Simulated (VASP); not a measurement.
Write the native input for VASP 6.6.1 that does the following.

| Quantity | Value |
| --- | --- |
| Task | single point |
| Functional | r2SCAN |
| Potentials or basis | VASP PAW PBE potentials, release 64 (Re, I, N, H) |
| Cutoff | 520 eV |
| k mesh | 5 × 5 × 3, shifted |
| Occupations | fermi-dirac, width 0.1 eV |
| Spin | no spin polarisation |
| Dipole correction | no |
| Further INCAR settings | ALGO = Normal; EDIFF = 1e-07; NBANDS = 28; ISYM = 0 |

Crystal: ReH4I2N2.

```
Re I N H
1.0
     0.00000    3.80090    0.00000
     6.25528   -1.90045    0.00000
     1.59719    0.00000   -5.67726
Re I N H
1 2 2 4
Direct
  0.00000 0.00000 0.00000
  0.88120 0.76240 0.75370
  0.11880 0.23760 0.24630
  0.60670 0.21340 0.77060
  0.39330 0.78660 0.22940
  0.61000 0.22000 0.56600
  0.39000 0.78000 0.43400
  0.70100 0.40200 0.77620
  0.29900 0.59800 0.22380
```

The input as run:

POSCAR

```
ReH4I2N2
1.0
    0.0000000000      3.8009030000      0.0000000000
    6.2552760000     -1.9004510000      0.0000000000
    1.5971910000      0.0000000000     -5.6772640000
Re I N H
1 2 2 4
Direct
    0.0000000000      0.0000000000      0.0000000000
    0.8812000000      0.7624000000      0.7537000000
    0.1188000000      0.2376000000      0.2463000000
    0.6067000000      0.2134000000      0.7706000000
    0.3933000000      0.7866000000      0.2294000000
    0.6100000000      0.2200000000      0.5660000000
    0.3900000000      0.7800000000      0.4340000000
    0.7010000000      0.4020000000      0.7762000000
    0.2990000000      0.5980000000      0.2238000000
```

INCAR.step1

```
ALGO = Normal
EDIFF = 1E-4
ENCUT = 520
GGA = PE
ISMEAR = -1
ISYM = 0
LASPH = True
LCHARG = False
LREAL = False
LWAVE = True
NBANDS = 28
NELM = 80
PREC = Accurate
SIGMA = 0.1
```

INCAR.step2

```
ALGO = Normal
EDIFF = 1E-7
ENCUT = 520
ISIF = 2
ISMEAR = -1
ISTART = 1
ISYM = 0
LASPH = True
LCHARG = False
LMIXTAU = True
LREAL = False
LWAVE = False
METAGGA = R2SCAN
NBANDS = 28
NELM = 80
PREC = Accurate
SIGMA = 0.1
```

KPOINTS

```
Automatic mesh
0
Gamma
  5 5 3
  0.5 0.5 0.5
```

Potentials or basis: VASP PAW PBE potentials, release 64 (Re, I, N, H).

Run with:

```console
$ cat potpaw_PBE.64/Re/POTCAR potpaw_PBE.64/I/POTCAR potpaw_PBE.64/N/POTCAR potpaw_PBE.64/H/POTCAR > POTCAR
$ cp INCAR.step1 INCAR
$ mpirun -np 1 vasp_std > vasp.out
$ cp INCAR.step2 INCAR
$ mpirun -np 1 vasp_std > vasp.out
```

It gave:

* Pressure: -4.5 GPa
* Largest force: 4.211 eV/Å
* Band gap on the k mesh: zero (an odd number of electrons rules out a gap without spin polarisation)

Caveat: the k points lie up to 0.37 Å⁻¹ apart, too coarse for converged energies and pressures of a metal; the PAW data sets were made with another functional, which shifts forces and pressure a little; spin-orbit coupling is left out, which moves the levels of the heavy elements; an odd number of electrons without spin polarisation forces a metal; a magnetic or distorted state may lie lower.

Run time: 22 min on 1 thread of Intel Xeon 8259CL (shared host), peak memory 0.48 GiB.
